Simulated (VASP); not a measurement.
Write the native input for VASP 6.6.1 that does the following.

```yaml
Task: single point
Functional: r2SCAN
Potentials_or_basis: VASP PAW PBE potentials, release 64 (Bi_d, Se)
Cutoff: 520 eV
k_mesh: 10 × 10 × 10
Occupations: gaussian, width 0.1 eV
Spin: no spin polarisation
Dipole_correction: no
Further_INCAR_settings: ALGO = Normal; EDIFF = 1e-06; NBANDS = 24
```

BiSe3:

```
Bi Se
1.0
     4.53273    0.00000    0.00000
     0.00000    4.53273    0.00000
     0.00000    0.00000    4.53273
Bi Se
1 3
Direct
  0.00000 0.00000 0.00000
  0.00000 0.50000 0.50000
  0.50000 0.00000 0.50000
  0.50000 0.50000 0.00000
```

The input as run:

POSCAR

```
BiSe3
1.0
    4.5327305372      0.0000000000      0.0000000000
    0.0000000000      4.5327305372      0.0000000000
    0.0000000000      0.0000000000      4.5327305372
Bi Se
1 3
Direct
    0.0000000000      0.0000000000      0.0000000000
    0.0000000000      0.5000000000      0.5000000000
    0.5000000000      0.0000000000      0.5000000000
    0.5000000000      0.5000000000      0.0000000000
```

INCAR.step1

```
SYSTEM = BiSe3
PREC = Accurate ; ENCUT = 520
ISMEAR = 0 ; SIGMA = 0.1
LREAL = .False. ; LASPH = .True.
NELM = 60 ; NBANDS = 24
GGA = PE ; ALGO = Normal
EDIFF = 1E-4 ; LWAVE = .True.
LCHARG = .False.
```

INCAR.step2

```
SYSTEM = BiSe3
PREC = Accurate ; ENCUT = 520
EDIFF = 1E-6 ; ISMEAR = 0
SIGMA = 0.1 ; LREAL = .False.
LASPH = .True. ; NELM = 60
ALGO = Normal ; ISIF = 2
LWAVE = .False. ; LCHARG = .False.
METAGGA = R2SCAN ; LMIXTAU = .True.
NBANDS = 24 ; ISTART = 1
```

KPOINTS

```
Automatic mesh
0
Gamma
  10 10 10
  0 0 0
```

Potentials or basis: VASP PAW PBE potentials, release 64 (Bi_d, Se).

Launch:

```console
$ cat potpaw_PBE.64/Bi_d/POTCAR potpaw_PBE.64/Se/POTCAR > POTCAR
$ cp INCAR.step1 INCAR
$ mpirun -np 1 vasp_std > vasp.out
$ cp INCAR.step2 INCAR
$ mpirun -np 1 vasp_std > vasp.out
```

It gave:

| Property | Result |
| --- | --- |
| Pressure | 0.0 GPa |
| Band gap on the k mesh | zero (an odd number of electrons rules out a gap without spin polarisation) |

Caveat: the PAW data sets were made with another functional, which shifts forces and pressure a little; spin-orbit coupling is left out, which moves the levels of the heavy elements.

Run time: 6.1 min on 1 thread of Intel(R) Xeon(R) Platinum 8259CL CPU @ 2.50GHz (Skylake/Cascade Lake), with other jobs on the host, peak memory 0.29 GiB.
